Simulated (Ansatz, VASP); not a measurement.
## Si2Sn in VASP and in Ansatz

```
Si Sn
1.0
     4.15281    0.00000    0.00000
    -2.07641    3.59644    0.00000
     0.00000    0.00000   10.15750
Si Sn
4 2
Direct
  0.00000 0.00000 0.38467
  0.33333 0.66667 0.03314
  0.00000 0.00000 0.61533
  0.66667 0.33333 0.96686
  0.66667 0.33333 0.70847
  0.33333 0.66667 0.29153
```

Alike in both runs: functional PBE; k mesh 6 × 6 × 2; occupations gaussian, width 0.1 eV; no spin polarisation.

Ansatz relaxed the structure, and its values are those at the end. VASP's run is a single point on that final structure, the one shown.

```csv
,VASP,Ansatz
version,VASP 6.6.1,Ansatz 0.2.0
potentials or method,"VASP PAW PBE potentials, release 64 (Si, Sn_d), cutoff 520 eV","scalar-relativistic, plane waves, PAW"
valence electrons in the cell,44,44
```

Ansatz gave:

```
gap on the k mesh at the Fermi level (eV) : none
pressure (GPa)                            : 0.2
rms of the force components (eV/Å)        : 0.007
```

Problem. Which values does VASP return?

Solution. gap on the k mesh at the Fermi level (eV): none; pressure (GPa): 0.1; rms of the force components (eV/Å): 0.006.

A gap of «none» marks a metal or a gap that the smearing closes.
